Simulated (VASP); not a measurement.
# Bi2Se3 (Paraguanajuatite) (R-3m) in VASP: notebook

Bi2Se3 (Paraguanajuatite) is run at these levels: PBE; tasks: single point.

Program: VASP 6.6.1. These are calculated values, not measurements. Logs are shortened: lines on timing, memory, paths and dates and some standing lists are left out, and cuts for length are marked.

## (1) The cell of the first run

It takes space group R-3m (No. 166, trigonal). Conventional cell: a = 4.189 Å, b = 4.189 Å, c = 31.347 Å, α = 90.00°, β = 90.00°, γ = 120.00°. Within 3.8 Å of Bi (site symmetry 3m) lie 6 Se at 2.88 to 3.11 Å. Within 4.1 Å of Se (site symmetry -3m) lie 6 Bi at 3.11 Å. Within 3.8 Å of Se (site symmetry 3m) lie 3 Bi at 2.88 Å.

## (2) Single point, PBE

File INCAR:

```
PREC = Accurate
ENCUT = 520
EDIFF = 1E-6
ISMEAR = 0
SIGMA = 0.05
LREAL = False
LASPH = True
NELM = 100
ALGO = Normal
ISIF = 2
LWAVE = False
LCHARG = False
GGA = PE
NBANDS = 32
```

File KPOINTS:

```
Automatic mesh
0
Gamma
  8 8 8
```

File POSCAR:

```
Bi2Se3
1.0
    2.0947395567      1.2093984469     10.4490843151
   -2.0947395567      1.2093984469     10.4490843151
    0.0000000000     -2.4187968939     10.4490843151
Bi Se
2 3
Direct
    0.3955622353      0.3955622353      0.3955622353
    0.6044377647      0.6044377647      0.6044377647
    0.0000000000      0.0000000000      0.0000000000
    0.2212482219      0.2212482219      0.2212482219
    0.7787517781      0.7787517781      0.7787517781
```

Potentials or basis: VASP PAW PBE potentials, release 64 (Bi_d, Se).

Run with:

```console
cat potpaw_PBE.64/Bi_d/POTCAR potpaw_PBE.64/Se/POTCAR > POTCAR
mpirun -np 1 vasp_std > vasp.out
```

OUTCAR:

```text
PREC = Accurate
   ENCUT = 520
   EDIFF = 1E-6
   ISMEAR = 0
   LREAL = False
   LASPH = True
   NELM = 100
   ISIF = 2
   GGA = PE

 ion  position               nearest neighbor table
   1  0.396  0.396  0.396-   5 2.88   5 2.88   5 2.88   3 3.11   3 3.11   3 3.11
   2  0.604  0.604  0.604-   4 2.88   4 2.88   4 2.88   3 3.11   3 3.11   3 3.11
   3  0.000  0.000  0.000-   2 3.11   1 3.11   2 3.11   2 3.11   1 3.11   1 3.11
   4  0.221  0.221  0.221-   2 2.88   2 2.88   2 2.88
   5  0.779  0.779  0.779-   1 2.88   1 2.88   1 2.88

  LATTYP: Found a trigonal (rhomboedric) cell.
 ALAT       =    10.7253877057
 COS(alpha) =     0.9237106239

  Lattice vectors:

 A1 = (   2.0947395567,   1.2093984469,  10.4490843151)
 A2 = (  -2.0947395567,   1.2093984469,  10.4490843151)
 A3 = (   0.0000000000,  -2.4187968939,  10.4490843151)

Analysis of symmetry for initial positions (statically):
=====================================================================
 Subroutine PRICEL returns:
 Original cell was already a primitive cell.

 Routine SETGRP: Setting up the symmetry group for a
 trigonal (rhombohedral) supercell.

 Subroutine GETGRP returns: Found 12 space group operations
 (whereof 12 operations were pure point group operations)
 out of a pool of 12 trial point group operations.

The static configuration has the point symmetry D_3d.

Analysis of symmetry for dynamics (positions and initial velocities):
=====================================================================
 Subroutine PRICEL returns:
 Original cell was already a primitive cell.

 Routine SETGRP: Setting up the symmetry group for a
 trigonal (rhombohedral) supercell.

 Subroutine GETGRP returns: Found 12 space group operations
 (whereof 12 operations were pure point group operations)
 out of a pool of 12 trial point group operations.

The dynamic configuration has the point symmetry D_3d.

 Subroutine INISYM returns: Found 12 space group operations
 (whereof 12 operations are pure point group operations),
 and found     1 'primitive' translations

----------------------------------------------------------------------------------------

                                     Primitive cell

  volume of cell :     158.8287

  direct lattice vectors                    reciprocal lattice vectors
     2.094739557  1.209398447 10.449084315     0.238693158  0.137809559  0.031900722
    -2.094739557  1.209398447 10.449084315    -0.238693158  0.137809559  0.031900722
[... 89 lines left out ...]
   ENCUT  =  520.0 eV  38.22 Ry    6.18 a.u.  19.94 19.94 19.94*2*pi/ulx,y,z
   NELM   =    100;   NELMIN=  2; NELMDL= -5     # of ELM steps
   EDIFF  = 0.1E-05   stopping-criterion for ELM
   LREAL  =      F    real-space projection
   EDIFFG = 0.1E-04   stopping-criterion for IOM
   NSW    =      0    number of steps for IOM
   IBRION =     -1    ionic relax: 0-MD 1-quasi-New 2-CG
   NFREE  =      0    steps in history (QN), initial steepest desc. (CG)
   ISIF   =      2    stress and relaxation
   ISYM   =      2    0-nonsym 1-usesym 2-fastsym
   POTIM  = 0.5000    time-step for ionic-motion
   TEBEG  =    0.0;   TEEND  =   0.0 temperature during run
   PSTRESS=    0.0 pullay stress
   NELECT =      48.0000    total number of electrons
   NUPDOWN=      -1.0000    fix difference up-down
   EMIN   =  10.00;   EMAX   =-10.00  energy-range for DOS
   EFERMI =   0.00;   METHOD = LEGACY
   ISMEAR =     0;   SIGMA  =   0.05  broadening in eV -4-tet -1-fermi 0-gaus
   EFERMI_NEDOS =   21; number of points for ismear=-14 and -15
   IALGO  =     38    algorithm
   IMIX   =      4    mixing-type and parameters
     AMIX     =   0.40;   BMIX     =  1.00
     AMIX_MAG =   1.60;   BMIX_MAG =  1.00
  volume/ion in A,a.u.               =      31.77       214.37
  Fermi-wavevector in a.u.,A,eV,Ry     =   1.098615  2.076082 16.421624  1.206955
  Thomas-Fermi vector in A             =   2.234996
   LORBIT       =      0    0 simple, 1 ext, 2 COOP (PROOUT), +10 PAW based schemes
   GGA     = PE    functional components
   LHFCALC =     F    Hartree Fock is set to
   AEXX    =    0.0000 exact exchange contribution
   IVDW    =     0    specifies the selected vdW correction
   LEPSILON=     F    determine dielectric tensor
   LRPA    =     F    only Hartree local field effects (RPA)
 non-spin polarized calculation
 Gauss-broadening in eV      SIGMA  =   0.05
  energy-cutoff  :      520.00
  volume of cell :      158.83
 maximum number of plane-waves:      4302
   NGX = 39   NGY = 39   NGZ = 39

 number of electron      47.9999997 magnetization

 Free energy of the ion-electron system (eV)
  ---------------------------------------------------
  ext. energy  EPLUGINS =         0.00000000
  ---------------------------------------------------
  free energy    TOTEN  =       -20.23690914 eV

  energy without entropy =      -20.23690914  energy(sigma->0) =      -20.23690914

 E-fermi :   3.6001     XC(G=0):  -8.8679

 val. band max:        3.3340988284   @ k =   0.0000   0.0000   0.0000
 cond. band min:       4.0493903755   @ k =   0.0000   0.0000   0.0000
 fundamental gap:      0.7152915471
 Fermi energy:         3.6001191246

 k-point     1 :       0.0000    0.0000    0.0000
  band No.  band energies     occupation
      1     -19.3097      2.00000
      2     -19.3097      2.00000
      3     -19.3084      2.00000
      4     -19.3084      2.00000
      5     -19.3051      2.00000
      6     -19.3030      2.00000
[... 829 lines left out ...]
     31       8.6093      0.00000
     32      10.2397      0.00000

 [... further k-points ...]
[... 5 lines left out ...]
  --------------------------------------------------------------------------------------
  -------------------------------------------------------------------------------------
  Total        0.0165711      0.0165711      0.0195507      0.0000000     -0.0000000      0.0000000
  in kB        0.1671606      0.1671606      0.1972171      0.0000000     -0.0000000      0.0000000
  external PRESSURE =       0.1771794 kB  Pullay stress =       0.0000000 kB

 VOLUME and BASIS-vectors are now :
 -----------------------------------------------------------------------------
  energy-cutoff  :      520.00
  volume of cell :      158.83
      direct lattice vectors                 reciprocal lattice vectors
     2.094739557  1.209398447 10.449084315     0.238693158  0.137809559  0.031900722
    -2.094739557  1.209398447 10.449084315    -0.238693158  0.137809559  0.031900722
     0.000000000 -2.418796894 10.449084315     0.000000000 -0.275619118  0.031900722

 POSITION                                       TOTAL-FORCE (eV/Angst)
 -----------------------------------------------------------------------------------
      0.00000     -0.00000     12.39979         0.000000      0.000000     -0.009077
      0.00000     -0.00000     18.94746         0.000000     -0.000000      0.009077
      0.00000      0.00000      0.00000         0.000000     -0.000000      0.000000
      0.00000     -0.00000      6.93552         0.000000      0.000000     -0.011069
      0.00000     -0.00000     24.41173         0.000000     -0.000000      0.011069
 -----------------------------------------------------------------------------------
    total drift:                                0.000000     -0.000000     -0.000000

  FREE ENERGIE OF THE ION-ELECTRON SYSTEM (eV)
  ---------------------------------------------------
  free  energy   TOTEN  =       -20.2369091407 eV

  energy  without entropy=      -20.2369091407  energy(sigma->0) =      -20.23690914
```

OSZICAR:

```text
N       E                     dE             d eps       ncg     rms          rms(c)
DAV:   1     0.461107622218E+03    0.46111E+03   -0.22634E+04  4160   0.151E+03
DAV:   2     0.328069763360E+02   -0.42830E+03   -0.41060E+03  4320   0.396E+02
DAV:   3    -0.189024119201E+02   -0.51709E+02   -0.49451E+02  5464   0.148E+02
DAV:   4    -0.210426006640E+02   -0.21402E+01   -0.21309E+01  4584   0.323E+01
DAV:   5    -0.211208028666E+02   -0.78202E-01   -0.78192E-01  6032   0.623E+00    0.501E+00
DAV:   6    -0.202178585459E+02    0.90294E+00   -0.12298E+00  5736   0.764E+00    0.300E+00
DAV:   7    -0.202284890481E+02   -0.10631E-01   -0.38255E-01  4656   0.254E+00    0.163E+00
DAV:   8    -0.202355735762E+02   -0.70845E-02   -0.42237E-02  4976   0.114E+00    0.530E-01
DAV:   9    -0.202366018236E+02   -0.10282E-02   -0.19876E-03  5840   0.425E-01    0.137E-01
DAV:  10    -0.202368149747E+02   -0.21315E-03   -0.10870E-03  4768   0.164E-01    0.579E-02
DAV:  11    -0.202368702957E+02   -0.55321E-04   -0.11977E-04  4808   0.701E-02    0.341E-02
DAV:  12    -0.202369080973E+02   -0.37802E-04   -0.61253E-05  4392   0.371E-02    0.745E-03
DAV:  13    -0.202369092148E+02   -0.11175E-05   -0.29876E-06  4624   0.146E-02    0.435E-03
DAV:  14    -0.202369091407E+02    0.74063E-07   -0.87330E-07  3056   0.598E-03
   1 F= -.20236909E+02 E0= -.20236909E+02  d E =-.126979E-15
```

stdout:

```text
POSCAR found type information on POSCAR BiSe
 POSCAR found :  2 types and       5 ions
 scaLAPACK will be used
 LDA part: xc-table for (Slater+PW92), standard interpolation
 POSCAR, INCAR and KPOINTS ok, starting setup
 FFT: planning ... GRIDC
 FFT: planning ... GRID_SOFT
 FFT: planning ... GRID
 WAVECAR not read
 entering main loop
```

It took 15 min on 1 thread of Intel Xeon 6975P-C (Granite Rapids), shared host; peak memory 1.1 GiB.

What came out:

```yaml
Free_energy: -20.2369 eV
Pressure: 0.0 GPa
Largest_force: 0.011 eV/Å
Band_gap_on_the_k_mesh: 0.72 eV, direct
```

Forces in eV/Å, atoms in the order of the input:
```
Bi   0.000  0.000 -0.009
Bi   0.000  0.000  0.009
Se   0.000  0.000  0.000
Se   0.000  0.000 -0.011
Se   0.000  0.000  0.011
```

Caveat: spin-orbit coupling is left out, which moves the levels of the heavy elements. PBE gaps usually lie below the measured ones, often by a third to a half.

## (3) Single point, PBE

File INCAR:

```
SYSTEM = Bi2Se3
PREC = Accurate
ENCUT = 520
EDIFF = 1E-6
ISMEAR = 0
SIGMA = 0.05
LREAL = .False.
LASPH = .True.
NELM = 80
ALGO = Normal
ISIF = 2
LWAVE = .False.
LCHARG = .True.
GGA = PE
LELF = .True.
LVHAR = .True.
NBANDS = 32
```

File KPOINTS:

```
Automatic mesh
0
Gamma
  8 8 8
  0 0 0
```

POSCAR is that of step 2.

Potentials or basis: VASP PAW PBE potentials, release 64 (Bi_d, Se).

Run with:

```console
cat potpaw_PBE.64/Bi_d/POTCAR potpaw_PBE.64/Se/POTCAR > POTCAR
mpirun -np 1 vasp_std > vasp.out
```

OUTCAR:

```text
SYSTEM = Bi2Se3
   PREC = Accurate
   ENCUT = 520
   EDIFF = 1E-6
   ISMEAR = 0
   LREAL = .False.
   LASPH = .True.
   NELM = 80
   ISIF = 2
   GGA = PE

 ion  position               nearest neighbor table
   1  0.396  0.396  0.396-   5 2.88   5 2.88   5 2.88   3 3.11   3 3.11   3 3.11
   2  0.604  0.604  0.604-   4 2.88   4 2.88   4 2.88   3 3.11   3 3.11   3 3.11
   3  0.000  0.000  0.000-   2 3.11   1 3.11   2 3.11   2 3.11   1 3.11   1 3.11
   4  0.221  0.221  0.221-   2 2.88   2 2.88   2 2.88
   5  0.779  0.779  0.779-   1 2.88   1 2.88   1 2.88

  LATTYP: Found a trigonal (rhomboedric) cell.
 ALAT       =    10.7253877057
 COS(alpha) =     0.9237106239

  Lattice vectors:

 A1 = (   2.0947395567,   1.2093984469,  10.4490843151)
 A2 = (  -2.0947395567,   1.2093984469,  10.4490843151)
 A3 = (   0.0000000000,  -2.4187968939,  10.4490843151)

Analysis of symmetry for initial positions (statically):
=====================================================================
 Subroutine PRICEL returns:
 Original cell was already a primitive cell.

 Routine SETGRP: Setting up the symmetry group for a
 trigonal (rhombohedral) supercell.

 Subroutine GETGRP returns: Found 12 space group operations
 (whereof 12 operations were pure point group operations)
 out of a pool of 12 trial point group operations.

The static configuration has the point symmetry D_3d.

Analysis of symmetry for dynamics (positions and initial velocities):
=====================================================================
 Subroutine PRICEL returns:
 Original cell was already a primitive cell.

 Routine SETGRP: Setting up the symmetry group for a
 trigonal (rhombohedral) supercell.

 Subroutine GETGRP returns: Found 12 space group operations
 (whereof 12 operations were pure point group operations)
 out of a pool of 12 trial point group operations.

The dynamic configuration has the point symmetry D_3d.

[... 118 lines left out ...]
   EFERMI =   0.00;   METHOD = LEGACY
   ISMEAR =     0;   SIGMA  =   0.05  broadening in eV -4-tet -1-fermi 0-gaus
   EFERMI_NEDOS =   21; number of points for ismear=-14 and -15
   IALGO  =     38    algorithm
   IMIX   =      4    mixing-type and parameters
     AMIX     =   0.40;   BMIX     =  1.00
     AMIX_MAG =   1.60;   BMIX_MAG =  1.00
  volume/ion in A,a.u.               =      31.77       214.37
  Fermi-wavevector in a.u.,A,eV,Ry     =   1.098615  2.076082 16.421624  1.206955
  Thomas-Fermi vector in A             =   2.234996
   LORBIT       =      0    0 simple, 1 ext, 2 COOP (PROOUT), +10 PAW based schemes
   GGA     = PE    functional components
   LHFCALC =     F    Hartree Fock is set to
   AEXX    =    0.0000 exact exchange contribution
   IVDW    =     0    specifies the selected vdW correction
   LEPSILON=     F    determine dielectric tensor
   LRPA    =     F    only Hartree local field effects (RPA)
 non-spin polarized calculation
 Gauss-broadening in eV      SIGMA  =   0.05
  energy-cutoff  :      520.00
  volume of cell :      158.83
 maximum number of plane-waves:      4302
   NGX = 39   NGY = 39   NGZ = 39

 number of electron      47.9999997 magnetization

 Free energy of the ion-electron system (eV)
  ---------------------------------------------------
  ext. energy  EPLUGINS =         0.00000000
  ---------------------------------------------------
  free energy    TOTEN  =       -20.23690914 eV

  energy without entropy =      -20.23690914  energy(sigma->0) =      -20.23690914

 E-fermi :   3.6001     XC(G=0):  -8.8679

 val. band max:        3.3340988284   @ k =   0.0000   0.0000   0.0000
 cond. band min:       4.0493903755   @ k =   0.0000   0.0000   0.0000
 fundamental gap:      0.7152915471
 Fermi energy:         3.6001191246

 k-point     1 :       0.0000    0.0000    0.0000
  band No.  band energies     occupation
      1     -19.3097      2.00000
      2     -19.3097      2.00000
      3     -19.3084      2.00000
      4     -19.3084      2.00000
      5     -19.3051      2.00000
      6     -19.3030      2.00000
[... 829 lines left out ...]
     31       8.6093      0.00000
     32      10.2397      0.00000

 [... further k-points ...]
[... 5 lines left out ...]
  --------------------------------------------------------------------------------------
  -------------------------------------------------------------------------------------
  Total        0.0165711      0.0165711      0.0195507      0.0000000     -0.0000000      0.0000000
  in kB        0.1671606      0.1671606      0.1972171      0.0000000     -0.0000000      0.0000000
  external PRESSURE =       0.1771794 kB  Pullay stress =       0.0000000 kB

 VOLUME and BASIS-vectors are now :
 -----------------------------------------------------------------------------
  energy-cutoff  :      520.00
  volume of cell :      158.83
      direct lattice vectors                 reciprocal lattice vectors
     2.094739557  1.209398447 10.449084315     0.238693158  0.137809559  0.031900722
    -2.094739557  1.209398447 10.449084315    -0.238693158  0.137809559  0.031900722
     0.000000000 -2.418796894 10.449084315     0.000000000 -0.275619118  0.031900722

 POSITION                                       TOTAL-FORCE (eV/Angst)
 -----------------------------------------------------------------------------------
      0.00000     -0.00000     12.39979         0.000000      0.000000     -0.009077
      0.00000     -0.00000     18.94746         0.000000     -0.000000      0.009077
      0.00000      0.00000      0.00000         0.000000     -0.000000      0.000000
      0.00000     -0.00000      6.93552         0.000000      0.000000     -0.011069
      0.00000     -0.00000     24.41173         0.000000     -0.000000      0.011069
 -----------------------------------------------------------------------------------
    total drift:                                0.000000     -0.000000     -0.000000

  FREE ENERGIE OF THE ION-ELECTRON SYSTEM (eV)
  ---------------------------------------------------
  free  energy   TOTEN  =       -20.2369091407 eV

  energy  without entropy=      -20.2369091407  energy(sigma->0) =      -20.23690914
```

stdout:

```text
POSCAR found type information on POSCAR BiSe
 POSCAR found :  2 types and       5 ions
 scaLAPACK will be used
 LDA part: xc-table for (Slater+PW92), standard interpolation
 POSCAR, INCAR and KPOINTS ok, starting setup
 FFT: planning ... GRIDC
 FFT: planning ... GRID_SOFT
 FFT: planning ... GRID
 WAVECAR not read
 entering main loop
```

Wall time 15 min (1 thread of Intel Xeon 6975P-C (Granite Rapids), shared host); peak memory 1.1 GiB.

What came out:

| Item | Value |
| --- | --- |
| Free energy | -20.2369 eV |
| Pressure | 0.0 GPa |
| Largest force | 0.011 eV/Å |
| Band gap on the k mesh | 0.72 eV, direct |

Forces on the atoms (eV/Å):
```
Bi   0.000  0.000 -0.009
Bi   0.000  0.000  0.009
Se   0.000  0.000  0.000
Se   0.000  0.000 -0.011
Se   0.000  0.000  0.011
```

Levels at points of the mesh, in eV from the valence-band top:
```tsv
k point	band 20	band 21	band 22	band 23	band 24	band 25	band 26	band 27	band 28	band 29
(0.00, 0.00, 0.00)	-1.15	-1.15	-0.70	-0.70	0.00	0.72	2.00	2.00	2.52	3.04
(0.50, 0.00, 0.00)	-2.19	-2.01	-1.20	-0.80	-0.41	1.45	2.64	3.17	3.43	4.35
(0.50, 0.50, 0.00)	-2.09	-1.57	-1.03	-0.89	-0.74	1.73	2.55	2.85	3.39	4.13
(0.50, 0.50, 0.50)	-1.10	-0.88	-0.74	-0.74	-0.25	0.85	2.08	2.08	2.48	2.96
```

Caveat: spin-orbit coupling is left out, which moves the levels of the heavy elements. A hybrid or GW would open this gap; PBE tends to underestimate it.
